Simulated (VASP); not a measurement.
# Bi (I4/mmm) in VASP: a series of runs

The runs below take Bi through single point, with PBE+D3(BJ).

All numbers are computed with VASP 6.6.1; they aren't measurements. Logs are shortened: lines on timing, memory, paths and dates and some standing lists are left out, and cuts for length are marked.

### 1 The cell of the first run

Symmetry: I4/mmm, No. 139, tetragonal system. Conventional cell: a = 3.571 Å, b = 3.571 Å, c = 4.468 Å, α = 90.00°, β = 90.00°, γ = 90.00°. Bi (site symmetry 4/mmm) has 12 Bi at 3.37 to 3.57 Å within 4.4 Å.

### 2 Single point, PBE+D3(BJ) (volume 28.489 Å^3 an atom, c/a of the conventional cell 1.2513)

File INCAR:

```
PREC = Accurate
ENCUT = 520
EDIFF = 1E-6
ISMEAR = 0
SIGMA = 0.15
LREAL = False
LASPH = True
NELM = 60
ALGO = Fast
ISIF = 2
LWAVE = False
LCHARG = True
GGA = PE
IVDW = 12
LELF = True
LVHAR = True
NBANDS = 14
```

File KPOINTS:

```
Automatic mesh
0
Gamma
  18 18 18
```

File POSCAR:

```
Bi
1.0
   -1.7854673921      1.7854673921      2.2341553478
    1.7854673921     -1.7854673921      2.2341553478
    1.7854673921      1.7854673921     -2.2341553478
Bi
1
Direct
    0.0000000000      0.0000000000      0.0000000000
```

Potentials or basis: VASP PAW PBE potentials, release 64 (Bi_d).

The run is started by

```
$ cat potpaw_PBE.64/Bi_d/POTCAR > POTCAR
$ mpirun -np 1 vasp_std > vasp.out
```

OUTCAR:

```text
PREC = Accurate
   ENCUT = 520
   EDIFF = 1E-6
   ISMEAR = 0
   LREAL = False
   LASPH = True
   NELM = 60
   ISIF = 2
   GGA = PE
   IVDW = 12
 IVDW          = 12

 ion  position               nearest neighbor table
   1  0.000  0.000  0.000-

  LATTYP: Found a body centered tetragonal cell.
 ALAT       =     3.5709347842
 C/A-ratio  =     1.2513000000

  Lattice vectors:

 A1 = (  -1.7854673921,   1.7854673921,   2.2341553478)
 A2 = (   1.7854673921,  -1.7854673921,   2.2341553478)
 A3 = (   1.7854673921,   1.7854673921,  -2.2341553478)

Analysis of symmetry for initial positions (statically):
=====================================================================
 Subroutine PRICEL returns:
 Original cell was already a primitive cell.

 Routine SETGRP: Setting up the symmetry group for a
 body centered tetragonal supercell.

 Subroutine GETGRP returns: Found 16 space group operations
 (whereof 16 operations were pure point group operations)
 out of a pool of 16 trial point group operations.

The static configuration has the point symmetry D_4h.

Analysis of symmetry for dynamics (positions and initial velocities):
=====================================================================
 Subroutine PRICEL returns:
 Original cell was already a primitive cell.

 Routine SETGRP: Setting up the symmetry group for a
 body centered tetragonal supercell.

 Subroutine GETGRP returns: Found 16 space group operations
 (whereof 16 operations were pure point group operations)
 out of a pool of 16 trial point group operations.

The dynamic configuration has the point symmetry D_4h.

 Subroutine INISYM returns: Found 16 space group operations
 (whereof 16 operations are pure point group operations),
 and found     1 'primitive' translations

----------------------------------------------------------------------------------------

                                     Primitive cell

  volume of cell :      28.4890

  direct lattice vectors                    reciprocal lattice vectors
    -1.785467392  1.785467392  2.234155348     0.000000000  0.280038718  0.223798224
     1.785467392 -1.785467392  2.234155348     0.280038718  0.000000000  0.223798224
     1.785467392  1.785467392 -2.234155348     0.280038718  0.280038718  0.000000000

  length of vectors
     3.371533440  3.371533440  3.371533440     0.358479189  0.358479189  0.396034553

  position of ions in fractional coordinates (direct lattice)
[... 86 lines left out ...]
   TEBEG  =    0.0;   TEEND  =   0.0 temperature during run
   PSTRESS=    0.0 pullay stress
   NELECT =      15.0000    total number of electrons
   NUPDOWN=      -1.0000    fix difference up-down
   EMIN   =  10.00;   EMAX   =-10.00  energy-range for DOS
   EFERMI =   0.00;   METHOD = LEGACY
   ISMEAR =     0;   SIGMA  =   0.15  broadening in eV -4-tet -1-fermi 0-gaus
   EFERMI_NEDOS =   21; number of points for ismear=-14 and -15
   IALGO  =     68    algorithm
   IMIX   =      4    mixing-type and parameters
     AMIX     =   0.40;   BMIX     =  1.00
     AMIX_MAG =   1.60;   BMIX_MAG =  1.00
  volume/ion in A,a.u.               =      28.49       192.25
  Fermi-wavevector in a.u.,A,eV,Ry     =   1.321943  2.498111 23.776647  1.747534
  Thomas-Fermi vector in A             =   2.451660
   LORBIT       =      0    0 simple, 1 ext, 2 COOP (PROOUT), +10 PAW based schemes
   GGA     = PE    functional components
   LHFCALC =     F    Hartree Fock is set to
   AEXX    =    0.0000 exact exchange contribution
   IVDW    =    12    specifies the selected vdW correction
   LEPSILON=     F    determine dielectric tensor
   LRPA    =     F    only Hartree local field effects (RPA)
 non-spin polarized calculation
 RMM-DIIS sequential band-by-band and
 Gauss-broadening in eV      SIGMA  =   0.15
  energy-cutoff  :      520.00
  volume of cell :       28.49
 maximum number of plane-waves:       786
 NGX is ok and might be reduce to    28
   NGX = 13   NGY = 13   NGZ = 13

 number of electron      14.9999998 magnetization

 Free energy of the ion-electron system (eV)
  ---------------------------------------------------
  ext. energy  EPLUGINS =         0.00000000
  ---------------------------------------------------
  free energy    TOTEN  =        -3.65432918 eV

  energy without entropy =       -3.64649033  energy(sigma->0) =       -3.65040975

 E-fermi :   9.1235     XC(G=0): -10.7227

 val. band max:        9.1203328397   @ k =  -0.4444   0.3333   0.0000
 cond. band min:       9.1271687554   @ k =  -0.2222  -0.3333   0.1111
 fundamental gap:      0.0068359157
 Fermi energy:         9.1234648590

 k-point     1 :       0.0000    0.0000    0.0000
  band No.  band energies     occupation
      1     -14.0499      2.00000
      2     -14.0499      2.00000
      3     -13.9764      2.00000
      4     -13.9603      2.00000
      5     -13.8843      2.00000
      6      -5.1068      2.00000
      7      14.5984      0.00000
      8      14.8067      0.00000
      9      14.8067      0.00000
     10      18.3122      0.00000
     11      19.1207      0.00000
     12      20.4482      0.00000
     13      20.4482      0.00000
     14      20.8575      0.00000
[... 377 lines left out ...]
      1     -14.0415      2.00000
      2     -14.0203      2.00000
      3     -13.9498      2.00000
      4     -13.9413      2.00000
      5     -13.8864      2.00000
      6      -4.2875      2.00000
      7       9.5955      0.00001
      8      13.3707      0.00000
      9      13.8749      0.00000
     10      17.4319      0.00000
     11      18.6331      0.00000
     12      20.1948      0.00000
     13      21.1067      0.00000
     14      22.2730      0.00000

 [... further k-points ...]

------------------------ aborting loop because EDIFF is reached ----------------------------------------

 Edisp (eV)   -0.55342

 E8    (eV) :    -0.2718

  FORCE on cell =-STRESS in cart. coord.  units (eV):
  Direction    XX          YY          ZZ          XY          YZ          ZX
  --------------------------------------------------------------------------------------
  -------------------------------------------------------------------------------------
  Total       0.82320     0.82320     0.48287     0.00000     0.00000     0.00000
  in kB      46.29564    46.29564    27.15592     0.00000     0.00000     0.00000
  external pressure =       39.92 kB  Pullay stress =        0.00 kB

 VOLUME and BASIS-vectors are now :
 -----------------------------------------------------------------------------
  energy-cutoff  :      520.00
  volume of cell :       28.49
      direct lattice vectors                 reciprocal lattice vectors
    -1.785467392  1.785467392  2.234155348     0.000000000  0.280038718  0.223798224
     1.785467392 -1.785467392  2.234155348     0.280038718  0.000000000  0.223798224
     1.785467392  1.785467392 -2.234155348     0.280038718  0.280038718  0.000000000

 POSITION                                       TOTAL-FORCE (eV/Angst)
 -----------------------------------------------------------------------------------
      0.00000      0.00000      0.00000         0.000000     -0.000000      0.000000
 -----------------------------------------------------------------------------------
    total drift:                               -0.000000     -0.000000     -0.000000

  FREE ENERGIE OF THE ION-ELECTRON SYSTEM (eV)
  ---------------------------------------------------
  free  energy   TOTEN  =        -4.2077463708 eV

  energy  without entropy=       -4.1999075167  energy(sigma->0) =       -4.20382694
```

OSZICAR:

```text
N       E                     dE             d eps       ncg     rms          rms(c)
DAV:   1     0.114234785897E+03    0.11423E+03   -0.76681E+03 13694   0.127E+03
DAV:   2     0.288262904947E+01   -0.11135E+03   -0.10770E+03 14514   0.345E+02
DAV:   3    -0.350788694210E+01   -0.63905E+01   -0.63643E+01 16728   0.789E+01
DAV:   4    -0.365345918381E+01   -0.14557E+00   -0.14553E+00 17122   0.126E+01
DAV:   5    -0.365963346827E+01   -0.61743E-02   -0.61741E-02 19228   0.238E+00    0.449E-01
RMM:   6    -0.365532781000E+01    0.43057E-02   -0.54016E-03 16525   0.876E-01    0.262E-01
RMM:   7    -0.365422218176E+01    0.11056E-02   -0.47561E-03 16665   0.725E-01    0.734E-02
RMM:   8    -0.365430253027E+01   -0.80349E-04   -0.10148E-03 18974   0.399E-01    0.104E-02
RMM:   9    -0.365432600910E+01   -0.23479E-04   -0.25673E-04 21760   0.151E-01    0.875E-03
RMM:  10    -0.365432784291E+01   -0.18338E-05   -0.45570E-05 19010   0.942E-02    0.272E-03
RMM:  11    -0.365432895791E+01   -0.11150E-05   -0.23298E-05 22333   0.449E-02    0.210E-03
RMM:  12    -0.365432918084E+01   -0.22293E-06   -0.31859E-06 12204   0.167E-02
   1 F= -.42077464E+01 E0= -.42038269E+01  d E =-.783885E-02
```

stdout:

```text
POSCAR found type information on POSCAR Bi
 POSCAR found :  1 types and       1 ions
 scaLAPACK will be used
 LDA part: xc-table for (Slater+PW92), standard interpolation
 POSCAR, INCAR and KPOINTS ok, starting setup
 FFT: planning ... GRIDC
 FFT: planning ... GRID_SOFT
 FFT: planning ... GRID
 WAVECAR not read
 entering main loop
WARNING in EDDRMM: call to ZHEGV failed, returncode =   6  3     12
WARNING in EDDRMM: call to ZHEGV failed, returncode =   8  4     11
WARNING in EDDRMM: call to ZHEGV failed, returncode =   6  3     11
WARNING in EDDRMM: call to ZHEGV failed, returncode =   6  3     13
```

Run time: 2.6 min. Hardware: 1 thread of Intel Xeon 6975P-C, shared host; peak memory 0.3 GiB.

Results:

- Free energy: -4.2077 eV
- Pressure: 4.0 GPa
- Dispersion energy per atom: -0.553 eV

Caveat: spin-orbit coupling is left out, which moves the levels of the heavy elements; pairwise dispersion overbinds metals, which lowers pressure and volume.

(Continued in part 2 of 2.)
